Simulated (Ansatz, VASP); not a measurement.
**One calculation of Ru, two programs**

The input INCAR:

```
SYSTEM = Ru
PREC = Accurate
ENCUT = 600
EDIFF = 1E-7
ISMEAR = -1
SIGMA = 0.05
LREAL = .FALSE.
LASPH = .TRUE.
NELM = 60
ALGO = Normal
ISIF = 3
LWAVE = .FALSE.
LCHARG = .FALSE.
GGA = PE
IVDW = 13
IBRION = 2
NSW = 80
EDIFFG = -0.02
```

File KPOINTS:

```
regular mesh
0
G
  11 11 6
  0 0 0
```

POSCAR

```
Ru
1.0
    2.7058000000      0.0000000000      0.0000000000
   -1.3529000000      2.3432915376      0.0000000000
    0.0000000000      0.0000000000      4.2819000000
Ru
2
Direct
    0.6666666667      0.3333333333      0.7500000000
    0.3333333333      0.6666666667      0.2500000000
```

Contents of input.yaml:

```yaml
crystal:
  lattice:
    - [2.7058, 0.0, 0.0]
    - [-1.3529, 2.3432915376, 0.0]
    - [0.0, 0.0, 4.2819]
  atoms:
    - { symbol: Ru, position: [0.6666666667, 0.3333333333, 0.75] }
    - { symbol: Ru, position: [0.3333333333, 0.6666666667, 0.25] }
kpoints:
  mp_grid: { grid: [11, 11, 6] }
scf:
  occupations: { method: fermi_dirac, width: 0.05 }
hamiltonian:
  xc: pbe
  dispersion: d4
  pseudopotentials: { kind: all_electron, lapw: { basis_error: 0.001 } }
output:
  forces: true
  stress: true
relax:
  f_tol: 0.02
  max_steps: 60
  cell: {}
```

Alike in both runs: task relaxation of cell and atoms; functional PBE; dispersion D4; k mesh 11 × 11 × 6; occupations fermi-dirac, width 0.05 eV; no spin polarisation.

```csv
,VASP,Ansatz
version,VASP 6.6.1,Ansatz 0.2.0
potentials or method,"VASP PAW PBE potentials, release 64 (Ru_pv), cutoff 600 eV","all-electron LAPW, scalar-relativistic"
```

```csv
,VASP,Ansatz,Ansatz less VASP
relaxed volume (Å³/atom),13.52,13.52,+0.003
relaxed length of the cell vector where the two differ most in proportion (Å),2.702,2.702,+0.0002
```

Ansatz ran all-electron here, and VASP with PAW potentials.
